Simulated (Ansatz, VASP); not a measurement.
TiSi: VASP beside Ansatz

```
Ti Si
1.0
     0.00000    2.68334    2.68334
     2.68334    0.00000    2.68334
     2.68334    2.68334    0.00000
Ti Si
1 1
Direct
  0.00000 0.00000 0.00000
  0.25000 0.25000 0.25000
```

Alike in both runs: task relaxation of cell and atoms; functional PBEsol; k mesh 6 × 6 × 6; occupations gaussian, width 0.1 eV; no spin polarisation.

```csv
,VASP,Ansatz
version,VASP 6.6.1,Ansatz 0.2.0
potentials or method,"VASP PAW PBE potentials, release 64 (Ti_sv, Si), cutoff 600 eV","scalar-relativistic, plane waves, PAW"
valence electrons in the cell,16,16
```

Ansatz gave:

| Quantity | Value |
| --- | --- |
| gap on the k mesh at the Fermi level, each at its own relaxed structure (eV) | 0.04 |
| relaxed volume (Å³/atom) | 23.31 |
| relaxed cell length with the largest relative difference (Å) | 4.040 |

Task: Which values does VASP return?

Result: gap on the k mesh at the Fermi level, each at its own relaxed structure (eV): 0.04; relaxed volume (Å³/atom): 23.37; relaxed cell length with the largest relative difference (Å): 4.043.

VASP's potentials were made for PBE, not for PBEsol.

Noted on VASP's run: the volume moved by over 15 % at a fixed basis, so the end points are rough.
